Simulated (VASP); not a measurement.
# PbSe (Cmcm) in VASP: a series of runs, part 2 of 2

VASP 6.6.1. The steps go on from the part before.

## (3) Single point, PBEsol

This run uses another cell than the first one, of 27.84 Å³/atom, 1.029 times its volume.

File INCAR:

```
  ALGO = Normal
  EDIFF = 1E-6
  ENCUT = 520
  GGA = PS
  ISIF = 2
  ISMEAR = 0
  LASPH = T
  LCHARG = F
  LREAL = F
  LWAVE = F
  NBANDS = 28
  NELM = 60
  PREC = Accurate
  SIGMA = 0.01
```

File KPOINTS:

```
k-points
0
Gamma
  6 6 4
```

File POSCAR:

```
PbSe
1.0
    2.1158656995     -6.0229012003      0.0000000000
    2.1158656995      6.0229012003      0.0000000000
    0.0000000000      0.0000000000      4.3699238900
Pb Se
2 2
Direct
    0.6317607300      0.3682392700      0.7500000000
    0.3682392700      0.6317607300      0.2500000000
    0.8612899600      0.1387100400      0.7500000000
    0.1387100400      0.8612899600      0.2500000000
```

Potentials or basis: VASP PAW PBE potentials, release 64 (Pb_d, Se).

Command:

```
$ cat potpaw_PBE.64/Pb_d/POTCAR potpaw_PBE.64/Se/POTCAR > POTCAR
$ mpirun -np 1 vasp_std > vasp.out
```

OUTCAR:

```text
EDIFF = 1E-6
   ENCUT = 520
   GGA = PS
   ISIF = 2
   ISMEAR = 0
   LASPH = T
   LREAL = F
   NELM = 60
   PREC = Accurate

 ion  position               nearest neighbor table
   1  0.632  0.368  0.750-   3 2.76   4 3.04   4 3.04   4 3.04   4 3.04   2 3.85   2 3.85
   2  0.368  0.632  0.250-   4 2.76   3 3.04   3 3.04   3 3.04   3 3.04   1 3.85   1 3.85
   3  0.861  0.139  0.750-   1 2.76   2 3.04   2 3.04   2 3.04   2 3.04
   4  0.139  0.861  0.250-   2 2.76   1 3.04   1 3.04   1 3.04   1 3.04

  LATTYP: Found a base centered orthorhombic cell.
 ALAT       =     4.2317313990
 B/A-ratio  =     2.8465422932
 C/A-ratio  =     1.0326562530

  Lattice vectors:

 A1 = (   2.1158656995,  -6.0229012003,   0.0000000000)
 A2 = (   2.1158656995,   6.0229012003,   0.0000000000)
 A3 = (   0.0000000000,   0.0000000000,   4.3699238900)

Analysis of symmetry for initial positions (statically):
=====================================================================
 Subroutine PRICEL returns:
 Original cell was already a primitive cell.

 Routine SETGRP: Setting up the symmetry group for a
 base centered orthorhombic supercell.

 Subroutine GETGRP returns: Found  8 space group operations
 (whereof  4 operations were pure point group operations)
 out of a pool of  8 trial point group operations.

The static configuration has the point symmetry C_2h.
 The point group associated with its full space group is D_2h.

Analysis of symmetry for dynamics (positions and initial velocities):
=====================================================================
 Subroutine PRICEL returns:
 Original cell was already a primitive cell.

 Routine SETGRP: Setting up the symmetry group for a
[... 124 lines left out ...]
   EMIN   =  10.00;   EMAX   =-10.00  energy-range for DOS
   EFERMI =   0.00;   METHOD = LEGACY
   ISMEAR =     0;   SIGMA  =   0.01  broadening in eV -4-tet -1-fermi 0-gaus
   EFERMI_NEDOS =   21; number of points for ismear=-14 and -15
   IALGO  =     38    algorithm
   IMIX   =      4    mixing-type and parameters
     AMIX     =   0.40;   BMIX     =  1.00
     AMIX_MAG =   1.60;   BMIX_MAG =  1.00
  volume/ion in A,a.u.               =      27.84       187.90
  Fermi-wavevector in a.u.,A,eV,Ry     =   1.163668  2.199013 18.423951  1.354122
  Thomas-Fermi vector in A             =   2.300215
   LORBIT       =      0    0 simple, 1 ext, 2 COOP (PROOUT), +10 PAW based schemes
   GGA     = PS    functional components
   LHFCALC =     F    Hartree Fock is set to
   AEXX    =    0.0000 exact exchange contribution
   IVDW    =     0    specifies the selected vdW correction
   LEPSILON=     F    determine dielectric tensor
   LRPA    =     F    only Hartree local field effects (RPA)
 non-spin polarized calculation
 Gauss-broadening in eV      SIGMA  =   0.01
  energy-cutoff  :      520.00
  volume of cell :      111.38
 maximum number of plane-waves:      3022
   NGX = 23   NGY = 23   NGZ = 17

 number of electron      40.0000002 magnetization

 Free energy of the ion-electron system (eV)
  ---------------------------------------------------
  ext. energy  EPLUGINS =         0.00000000
  ---------------------------------------------------
  free energy    TOTEN  =       -17.64582750 eV

  energy without entropy =      -17.64582750  energy(sigma->0) =      -17.64582750

 E-fermi :   4.7694     XC(G=0):  -9.8648

 val. band max:        4.6952414083   @ k =   0.0000   0.0000   0.5000
 cond. band min:       5.7686819013   @ k =   0.5000   0.5000   0.0000
 fundamental gap:      1.0734404930
 Fermi energy:         4.7694145240

 k-point     1 :       0.0000    0.0000    0.0000
  band No.  band energies     occupation
      1     -11.7521      2.00000
      2     -11.6276      2.00000
      3     -11.6201      2.00000
      4     -11.6152      2.00000
      5     -11.5926      2.00000
      6     -11.5885      2.00000
[... 733 lines left out ...]
     27      11.6027      0.00000
     28      12.2887      0.00000

 [... further k-points ...]

------------------------ aborting loop because EDIFF is reached ----------------------------------------

  FORCE on cell =-STRESS in cart. coord.  units (eV):
  Direction    XX          YY          ZZ          XY          YZ          ZX
  --------------------------------------------------------------------------------------
  -------------------------------------------------------------------------------------
  Total        0.6338484      0.7860948      0.5466156      0.0000000     -0.0000000      0.0000000
  in kB        9.1179720     11.3080524      7.8631203      0.0000000     -0.0000000      0.0000000
  external PRESSURE =       9.4297149 kB  Pullay stress =       0.0000000 kB

 VOLUME and BASIS-vectors are now :
 -----------------------------------------------------------------------------
  energy-cutoff  :      520.00
  volume of cell :      111.38
      direct lattice vectors                 reciprocal lattice vectors
     2.115865700 -6.022901200  0.000000000     0.236309894 -0.083016471  0.000000000
     2.115865700  6.022901200  0.000000000     0.236309894  0.083016471  0.000000000
     0.000000000  0.000000000  4.369923890     0.000000000  0.000000000  0.228836937

 POSITION                                       TOTAL-FORCE (eV/Angst)
 -----------------------------------------------------------------------------------
      2.11587     -1.58716      3.27744         0.000000      0.280915     -0.000000
      2.11587      1.58716      1.09248         0.000000     -0.280915     -0.000000
      2.11587     -4.35203      3.27744         0.000000     -0.259520      0.000000
      2.11587      4.35203      1.09248         0.000000      0.259520     -0.000000
 -----------------------------------------------------------------------------------
    total drift:                                0.000000     -0.000000     -0.000000

  FREE ENERGIE OF THE ION-ELECTRON SYSTEM (eV)
  ---------------------------------------------------
  free  energy   TOTEN  =       -17.6458274966 eV

  energy  without entropy=      -17.6458274966  energy(sigma->0) =      -17.64582750
```

Wall time 80 s (1 thread of Intel Xeon Platinum 8559C (Emerald Rapids), shared host); peak memory 0.33 GiB.

What came out:

- Free energy: -17.6458 eV
- Pressure: 0.9 GPa
- Largest force: 0.281 eV/Å
- Band gap on the k mesh: 1.07 eV, indirect (least direct gap 1.47 eV)

Forces in eV/Å, atoms in the order of the input:
```
Pb   0.000  0.281  0.000
Pb   0.000 -0.281  0.000
Se   0.000 -0.260  0.000
Se   0.000  0.260  0.000
```

Caveat: the PAW data sets were made with another functional, which shifts forces and pressure a little; spin-orbit coupling is left out, which moves the levels of the heavy elements.

## (4) Single point, PBEsol

This run uses another cell than the first one, of 28.63 Å³/atom, 1.058 times its volume.

File INCAR:

```
ALGO = Normal ; EDIFF = 1E-6
ENCUT = 520 ; GGA = PS
ISIF = 2 ; ISMEAR = 0
LASPH = True ; LCHARG = False
LREAL = False ; LWAVE = False
NBANDS = 28 ; NELM = 80
PREC = Accurate ; SIGMA = 0.01
```

KPOINTS is that of step 3.

File POSCAR:

```
PbSe
1.0
    2.1355493014     -6.0789314057      0.0000000000
    2.1355493014      6.0789314057      0.0000000000
    0.0000000000      0.0000000000      4.4105766792
Pb Se
2 2
Direct
    0.6317607300      0.3682392700      0.7500000000
    0.3682392700      0.6317607300      0.2500000000
    0.8612899600      0.1387100400      0.7500000000
    0.1387100400      0.8612899600      0.2500000000
```

Potentials or basis: VASP PAW PBE potentials, release 64 (Pb_d, Se).

Command:

```
$ cat potpaw_PBE.64/Pb_d/POTCAR potpaw_PBE.64/Se/POTCAR > POTCAR
$ mpirun -np 1 vasp_std > vasp.out
```

OUTCAR:

```text
EDIFF = 1E-6
   ENCUT = 520
   GGA = PS
   ISIF = 2
   ISMEAR = 0
   LASPH = True
   LREAL = False
   NELM = 80
   PREC = Accurate

 ion  position               nearest neighbor table
   1  0.632  0.368  0.750-   3 2.79   4 3.07   4 3.07   4 3.07   4 3.07   2 3.89   2 3.89
   2  0.368  0.632  0.250-   4 2.79   3 3.07   3 3.07   3 3.07   3 3.07   1 3.89   1 3.89
   3  0.861  0.139  0.750-   1 2.79   2 3.07   2 3.07   2 3.07   2 3.07
   4  0.139  0.861  0.250-   2 2.79   1 3.07   1 3.07   1 3.07   1 3.07

[... 947 lines left out ...]
  Direction    XX          YY          ZZ          XY          YZ          ZX
  --------------------------------------------------------------------------------------
  -------------------------------------------------------------------------------------
  Total       -0.4239162     -0.2101685     -0.5007441      0.0000000     -0.0000000      0.0000000
  in kB       -5.9310067     -2.9404649     -7.0059045      0.0000000     -0.0000000      0.0000000
  external PRESSURE =      -5.2924587 kB  Pullay stress =       0.0000000 kB

 VOLUME and BASIS-vectors are now :
 -----------------------------------------------------------------------------
  energy-cutoff  :      520.00
  volume of cell :      114.51
      direct lattice vectors                 reciprocal lattice vectors
     2.135549301 -6.078931406  0.000000000     0.234131799 -0.082251298  0.000000000
     2.135549301  6.078931406  0.000000000     0.234131799  0.082251298  0.000000000
     0.000000000  0.000000000  4.410576679     0.000000000  0.000000000  0.226727721

 POSITION                                       TOTAL-FORCE (eV/Angst)
 -----------------------------------------------------------------------------------
      2.13555     -1.60193      3.30793         0.000000      0.124510     -0.000000
      2.13555      1.60193      1.10264         0.000000     -0.124510      0.000000
      2.13555     -4.39251      3.30793         0.000000     -0.143023      0.000000
      2.13555      4.39251      1.10264         0.000000      0.143023      0.000000
 -----------------------------------------------------------------------------------
    total drift:                                0.000000     -0.000000     -0.000000

  FREE ENERGIE OF THE ION-ELECTRON SYSTEM (eV)
  ---------------------------------------------------
  free  energy   TOTEN  =       -17.6503669545 eV

  energy  without entropy=      -17.6503669545  energy(sigma->0) =      -17.65036695
```

stdout:

```text
POSCAR found type information on POSCAR PbSe
 POSCAR found :  2 types and       4 ions
 scaLAPACK will be used
 -----------------------------------------------------------------------------
|                                                                             |
|                                                                             |
|     You enforced a specific xc type in the INCAR file but a different       |
|     I HOPE YOU KNOW WHAT YOU ARE DOING!                                     |
|                                                                             |
 -----------------------------------------------------------------------------

 LDA part: xc-table for (Slater+PW92), standard interpolation
 POSCAR, INCAR and KPOINTS ok, starting setup
 FFT: planning ... GRIDC
 FFT: planning ... GRID_SOFT
 FFT: planning ... GRID
 WAVECAR not read
 entering main loop
```

It took 81 s on 1 thread of Intel Xeon Platinum 8559C (Emerald Rapids), shared host; peak memory 0.33 GiB.

What came out:

* Free energy: -17.6504 eV
* Pressure: -0.5 GPa
* Largest force: 0.143 eV/Å
* Band gap on the k mesh: 1.11 eV, indirect (least direct gap 1.46 eV)

Forces in eV/Å, atoms in the order of the input:
```
Pb   0.000  0.125  0.000
Pb   0.000 -0.125  0.000
Se   0.000 -0.143  0.000
Se   0.000  0.143  0.000
```

Caveat: the PAW data sets were made with another functional, which shifts forces and pressure a little; spin-orbit coupling is left out, which moves the levels of the heavy elements. A k mesh can miss the band edges.

## (5) Single point, PBEsol

This run uses another cell than the first one, of 29.41 Å³/atom, 1.087 times its volume.

File INCAR:

```
ALGO     = Normal         # electronic algorithm
EDIFF    = 1E-6           # SCF threshold, eV
ENCUT    = 520            # plane-wave cutoff, eV
GGA      = PS             # functional
ISIF     = 2              # what is computed and relaxed
ISMEAR   = 0              # smearing method
LASPH    = T              # aspherical terms in the spheres
LCHARG   = T              # write CHGCAR
LELF     = T              # ELF
LREAL    = F              # projectors in reciprocal space
LVHAR    = T            
LWAVE    = F              # write WAVECAR
NBANDS   = 28             # bands
NELM     = 60             # most SCF steps
PREC     = Accurate       # precision mode
SIGMA    = 0.01           # smearing width, eV
```

KPOINTS is that of step 4.

File POSCAR:

```
PbSe
1.0
    2.1548765900     -6.1339473500      0.0000000000
    2.1548765900      6.1339473500      0.0000000000
    0.0000000000      0.0000000000      4.4504935700
Pb Se
2 2
Direct
    0.6317607300      0.3682392700      0.7500000000
    0.3682392700      0.6317607300      0.2500000000
    0.8612899600      0.1387100400      0.7500000000
    0.1387100400      0.8612899600      0.2500000000
```

Command:

```
$ cat potpaw_PBE.64/Pb_d/POTCAR potpaw_PBE.64/Se/POTCAR > POTCAR
$ mpirun -np 1 vasp_std > vasp.out
```

Run time: 80 s. Hardware: 1 thread of Intel Xeon Platinum 8559C (Emerald Rapids), shared host; peak memory 0.34 GiB.

It converged, with:

```
Free energy            : -17.6282 eV
Pressure               : -1.8 GPa
Largest force          : 0.038 eV/Å
Band gap on the k mesh : 1.14 eV, indirect (least direct gap 1.43 eV)
```

Forces in eV/Å, atoms in the order of the input:
```
Pb   0.000 -0.018  0.000
Pb   0.000  0.018  0.000
Se   0.000 -0.038  0.000
Se   0.000  0.038  0.000
```

Stress tensor (GPa, compression positive):
```
-1.88  0.00  0.00
 0.00 -1.52  0.00
 0.00  0.00 -1.97
```

Levels at points of the mesh, in eV from the valence-band top:
```
           k point  band 18  band 19  band 20  band 21  band 22  band 23
(0.00, 0.00, 0.00)    -1.51    -1.24    -0.34     4.44     4.45     4.70
(0.50, 0.00, 0.00)    -0.87    -0.44    -0.22     1.51     1.63     1.87
(0.50, 0.50, 0.00)    -1.68    -1.04    -0.54     1.14     4.30     4.44
(0.00, 0.00, 0.50)    -0.83     0.00     0.00     1.52     1.52     2.37
(0.50, 0.00, 0.50)    -3.02    -1.23    -1.23     3.16     3.16     5.45
(0.50, 0.50, 0.50)    -0.93    -0.38    -0.38     1.32     1.32     2.83
```

Caveat: the PAW data sets were made with another functional, which shifts forces and pressure a little; spin-orbit coupling is left out, which moves the levels of the heavy elements. A k mesh can miss the band edges.

## (6) Single point, PBEsol

This run uses another cell than the first one, of 30.20 Å³/atom, 1.116 times its volume.

File INCAR:

```
ALGO     = Normal         # electronic algorithm
EDIFF    = 1E-6           # SCF threshold, eV
ENCUT    = 520            # plane-wave cutoff, eV
GGA      = PS             # functional
ISIF     = 2              # what is computed and relaxed
ISMEAR   = 0              # smearing method
LASPH    = True           # aspherical terms in the spheres
LCHARG   = False          # write CHGCAR
LREAL    = False          # projectors in reciprocal space
LWAVE    = False          # write WAVECAR
NBANDS   = 28             # bands
NELM     = 60             # most SCF steps
PREC     = Accurate       # precision mode
SIGMA    = 0.01           # smearing width, eV
```

KPOINTS is that of step 5.

File POSCAR:

```
PbSe
1.0
    2.1738632651     -6.1879937238      0.0000000000
    2.1738632651      6.1879937238      0.0000000000
    0.0000000000      0.0000000000      4.4897069876
Pb Se
2 2
Direct
    0.6317607300      0.3682392700      0.7500000000
    0.3682392700      0.6317607300      0.2500000000
    0.8612899600      0.1387100400      0.7500000000
    0.1387100400      0.8612899600      0.2500000000
```

Potentials or basis: VASP PAW PBE potentials, release 64 (Pb_d, Se).

Command:

```
$ cat potpaw_PBE.64/Pb_d/POTCAR potpaw_PBE.64/Se/POTCAR > POTCAR
$ mpirun -np 1 vasp_std > vasp.out
```

Wall time 1.8 min (1 thread of Intel Xeon Platinum 8559C (Emerald Rapids), shared host); peak memory 0.33 GiB.

It converged, with:

- Free energy: -17.5830 eV
- Pressure: -2.9 GPa
- Largest force: 0.148 eV/Å
- Band gap on the k mesh: 1.17 eV, indirect (least direct gap 1.41 eV)

Forces on the atoms (eV/Å):
```
Pb   0.000 -0.148  0.000
Pb   0.000  0.148  0.000
Se   0.000  0.057  0.000
Se   0.000 -0.057  0.000
```

Stress tensor (GPa, compression positive):
```
-2.99  0.00  0.00
 0.00 -2.58  0.00
 0.00  0.00 -3.07
```

Levels at points of the mesh, in eV from the valence-band top:
```
           k point  band 18  band 19  band 20  band 21  band 22  band 23
(0.00, 0.00, 0.00)    -1.41    -1.16    -0.30     4.41     4.49     4.64
(0.50, 0.00, 0.00)    -0.80    -0.43    -0.19     1.51     1.65     1.90
(0.50, 0.50, 0.00)    -1.61    -0.96    -0.49     1.17     4.25     4.41
(0.00, 0.00, 0.50)    -0.76     0.00     0.00     1.55     1.55     2.39
(0.50, 0.00, 0.50)    -2.87    -1.16    -1.16     3.16     3.16     5.36
(0.50, 0.50, 0.50)    -0.87    -0.34    -0.34     1.29     1.29     2.83
```

Caveat: the PAW data sets were made with another functional, which shifts forces and pressure a little; spin-orbit coupling is left out, which moves the levels of the heavy elements.

## (7) Single point, PBEsol

This run uses another cell than the first one, of 30.98 Å³/atom, 1.145 times its volume.

File INCAR:

```
PREC = Accurate
ENCUT = 520
EDIFF = 1E-6
ISMEAR = 0
SIGMA = 0.01
LREAL = False
LASPH = True
NELM = 100
ALGO = Normal
ISIF = 2
LWAVE = False
LCHARG = True
GGA = PS
LELF = True
LVHAR = True
NBANDS = 28
```

File KPOINTS:

```
regular mesh
0
Gamma
  6 6 4
```

File POSCAR:

```
PbSe
1.0
    2.1925239484     -6.2411121479      0.0000000000
    2.1925239484      6.2411121479      0.0000000000
    0.0000000000      0.0000000000      4.5282471301
Pb Se
2 2
Direct
    0.6317607300      0.3682392700      0.7500000000
    0.3682392700      0.6317607300      0.2500000000
    0.8612899600      0.1387100400      0.7500000000
    0.1387100400      0.8612899600      0.2500000000
```

Command:

```
$ cat potpaw_PBE.64/Pb_d/POTCAR potpaw_PBE.64/Se/POTCAR > POTCAR
$ mpirun -np 1 vasp_std > vasp.out
```

Run time: 1.9 min. Hardware: 1 thread of Intel Xeon Platinum 8559C (Emerald Rapids), shared host; peak memory 0.34 GiB.

The run converged. Its results:

```yaml
Free_energy: -17.5181 eV
Pressure: -3.8 GPa
Largest_force: 0.266 eV/Å
Band_gap_on_the_k_mesh: 1.20 eV, indirect (least direct gap 1.39 eV)
```

Forces in eV/Å, atoms in the order of the input:
```
Pb   0.000 -0.266  0.000
Pb   0.000  0.266  0.000
Se   0.000  0.143  0.000
Se   0.000 -0.143  0.000
```

Stress tensor (GPa, compression positive):
```
-3.94  0.00  0.00
 0.00 -3.49  0.00
 0.00  0.00 -4.01
```

Levels at points of the mesh, in eV from the valence-band top:
```tsv
k point	band 16	band 17	band 18	band 19	band 20	band 21	band 22	band 23	band 24	band 25
(0.00, 0.00, 0.00)	-2.51	-1.89	-1.32	-1.07	-0.26	4.37	4.53	4.58	5.16	5.18
(0.50, 0.00, 0.00)	-1.61	-0.98	-0.73	-0.42	-0.17	1.52	1.67	1.92	2.66	2.73
(0.50, 0.50, 0.00)	-2.15	-1.56	-1.55	-0.88	-0.44	1.20	4.20	4.37	4.70	4.80
(0.00, 0.00, 0.50)	-2.34	-0.69	-0.69	0.00	0.00	1.56	1.56	2.41	2.41	4.73
(0.50, 0.00, 0.50)	-3.75	-2.73	-2.73	-1.09	-1.09	3.16	3.16	5.27	5.27	5.97
(0.50, 0.50, 0.50)	-0.81	-0.81	-0.81	-0.31	-0.31	1.26	1.26	2.82	2.82	3.13
```

Caveat: the PAW data sets were made with another functional, which shifts forces and pressure a little; spin-orbit coupling is left out, which moves the levels of the heavy elements. A k mesh can miss the band edges.

## (8) Summary

```tsv
cell	gap on the mesh (eV)	pressure (GPa)	largest force (eV/Å)
a = 6.323, b = 6.323, c = 4.329 Å, angles 90.0, 90.0, 141.3°, 4 atoms	1.03	2.7	0.45
a = 6.384, b = 6.384, c = 4.370 Å, angles 90.0, 90.0, 141.3°, 4 atoms	1.07	0.9	0.28
a = 6.443, b = 6.443, c = 4.411 Å, angles 90.0, 90.0, 141.3°, 4 atoms	1.11	-0.5	0.14
a = 6.501, b = 6.501, c = 4.450 Å, angles 90.0, 90.0, 141.3°, 4 atoms	1.14	-1.8	0.04
a = 6.559, b = 6.559, c = 4.490 Å, angles 90.0, 90.0, 141.3°, 4 atoms	1.17	-2.9	0.15
a = 6.615, b = 6.615, c = 4.528 Å, angles 90.0, 90.0, 141.3°, 4 atoms	1.20	-3.8	0.27
```

Alike in all rows: task single point; level PBEsol; potentials or basis VASP PAW PBE potentials, release 64 (Pb_d, Se); no spin polarisation; k mesh 6 × 6 × 4; cutoff (eV) 520; smearing gaussian 0.01 eV.

Caveats: the PAW data sets were made with another functional, which shifts forces and pressure a little; spin-orbit coupling is left out, which moves the levels of the heavy elements.

Total energies depend on the potentials used, so only differences within one code and one set of settings carry meaning.
